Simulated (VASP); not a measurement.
Crystal: Ca2BPb.

```xyz
4
Lattice="4.1082 0.0000 0.0000 -2.0541 3.5578 0.0000 0.0000 0.0000 5.4232" Properties=species:S:1:pos:R:3 pbc="T T T"
Ca    0.0000    2.3718    4.0614
Ca    0.0000    2.3718    1.3618
B     2.0541    1.1859    0.0000
Pb    0.0000    0.0000    0.0000
```

The cell was built from a structure type or drawn by symmetry, and may not be a known phase.

* Program: VASP 6.6.1
* Task: relaxation of cell and atoms
* Functional: PBE
* Potentials or basis: VASP PAW PBE potentials, release 64 (Ca_sv, B, Pb_d)
* Cutoff: 600 eV
* k mesh: 6 × 6 × 4
* Occupations: gaussian, width 0.1 eV
* Spin: no spin polarisation

At the start: pressure 28.4 GPa; volume 19.82 Å³/atom.

Problem. How do energy, volume and symmetry change on relaxing?

Solution. Over 15 steps the energy falls by 1063.6 meV/atom and the volume is 28.63 Å³/atom (+44.5 %); space group P-6m2 (No. 187, to 0.1 Å) before and after.

The path:
| step | energy change (eV) | largest force (eV/Å) | pressure (GPa) | volume (Å³) |
| --- | --- | --- | --- | --- |
| 1 | 0.0000 | 3.4138 | 28.39 | 79.26 |
| 2 | -2.4926 | 2.0599 | -1.81 | 126.69 |
| 3 | -2.6298 | 1.3244 | 0.90 | 113.27 |
| 4 | -3.3531 | 0.5833 | 0.08 | 119.95 |
| 5 | -3.9943 | 0.1400 | -2.46 | 136.63 |
| 6 | -4.0031 | 0.1564 | -2.32 | 135.00 |
| 7 | -4.0005 | 0.1567 | -2.06 | 133.02 |
| 8 | -4.1214 | 0.4735 | 0.12 | 122.67 |
| 9 | -4.1223 | 0.4989 | 0.32 | 121.97 |
| 10 | -4.1595 | 0.4160 | 0.11 | 121.53 |
| 11 | -4.2044 | 0.1997 | -0.27 | 120.04 |
| 12 | -4.2353 | 0.1147 | -0.27 | 118.13 |
| 13 | -4.2530 | 0.0590 | -0.20 | 115.34 |
| 14 | -4.2531 | 0.0385 | -0.21 | 115.61 |
| 15 | -4.2544 | 0.0117 | 0.15 | 114.53 |

Final structure:
```cif
data_structure
_symmetry_space_group_name_H-M 'P 1'
_symmetry_Int_Tables_number 1
_cell_length_a 4.0207
_cell_length_b 4.0207
_cell_length_c 8.1806
_cell_angle_alpha 90.000
_cell_angle_beta 90.000
_cell_angle_gamma 120.000
_cell_volume 114.53
loop_
_atom_site_label
_atom_site_type_symbol
_atom_site_fract_x
_atom_site_fract_y
_atom_site_fract_z
_atom_site_occupancy
Ca1 Ca 0.33333 0.66667 0.71829 1
Ca2 Ca 0.33333 0.66667 0.28171 1
B1 B 0.66667 0.33333 0.00000 1
Pb1 Pb 0.00000 0.00000 0.00000 1
```

Caveat: the volume moved by over 15 % at a fixed basis, so the end points are rough.
